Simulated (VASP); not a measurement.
Set up this calculation in VASP 6.6.1, as the native input.

```yaml
Task: single point
Functional: HSE06
Potentials_or_basis: VASP PAW PBE potentials, release 64 (Si)
Cutoff: 520 eV
k_mesh: 6 × 6 × 6
Occupations: gaussian, width 0.01 eV
Spin: no spin polarisation
Dipole_correction: no
Grid_for_exact_exchange_PRECFOCK: Normal
Further_INCAR_settings: ALGO = Normal; EDIFF = 1e-06; NBANDS = 11
Share_of_exact_exchange: 0.25
Screening_parameter: 0.2079 1/Å
```

Crystal: Si.

```
CELL_PARAMETERS angstrom
0.02589 2.72078 2.72078
2.72078 0.02589 2.72078
2.72078 2.72078 0.02589
ATOMIC_POSITIONS crystal
Si 0.00061 0.00061 0.00061
Si 0.24939 0.24939 0.24939
```

This cell differs from its parent crystal: epitaxial 111 strain -1.0%.

These files were run (other wordings do the same):

POSCAR

```
Si
1.0
    0.0258862294      2.7207839361      2.7207839361
    2.7207839361      0.0258862294      2.7207839361
    2.7207839361      2.7207839361      0.0258862294
Si
2
Direct
    0.0006120971      0.0006120971      0.0006120971
    0.2493879029      0.2493879029      0.2493879029
```

INCAR.step1

```
SYSTEM = Si
ALGO = Normal
EDIFF = 1E-5
ENCUT = 520
GGA = PE
ISIF = 2
ISMEAR = 0
LASPH = .True.
LCHARG = .False.
LREAL = .False.
LWAVE = .True.
NBANDS = 11
NELM = 60
PREC = Accurate
SIGMA = 0.01
```

INCAR.step2

```
SYSTEM = Si
ALGO = Normal
EDIFF = 1E-6
ENCUT = 520
GGA = PE
HFSCREEN = 0.2079
ISIF = 2
ISMEAR = 0
ISTART = 1
LASPH = .True.
LCHARG = .False.
LHFCALC = .True.
LREAL = .False.
LWAVE = .False.
NBANDS = 11
NELM = 60
PREC = Accurate
PRECFOCK = Normal
SIGMA = 0.01
```

KPOINTS

```
k-points
0
Gamma
  6 6 6
  0 0 0
```

Potentials or basis: VASP PAW PBE potentials, release 64 (Si).

Command:

```bash
$ cat potpaw_PBE.64/Si/POTCAR > POTCAR
$ cp INCAR.step1 INCAR
$ mpirun -np 1 vasp_std > vasp.out
$ cp INCAR.step2 INCAR
$ mpirun -np 1 vasp_std > vasp.out
```

It gave:

- Pressure: 1.1 GPa
- Band gap on the k mesh: 1.15 eV (least direct gap 3.14 eV)

Caveat: the cell differs from its parent crystal (epitaxial 111 strain -1.0%); the PAW data sets were made with another functional, which shifts forces and pressure a little.

Wall time 18 min on 1 thread of AMD EPYC 7R13 Processor (Zen 3), on a shared host, peak memory 0.25 GiB.
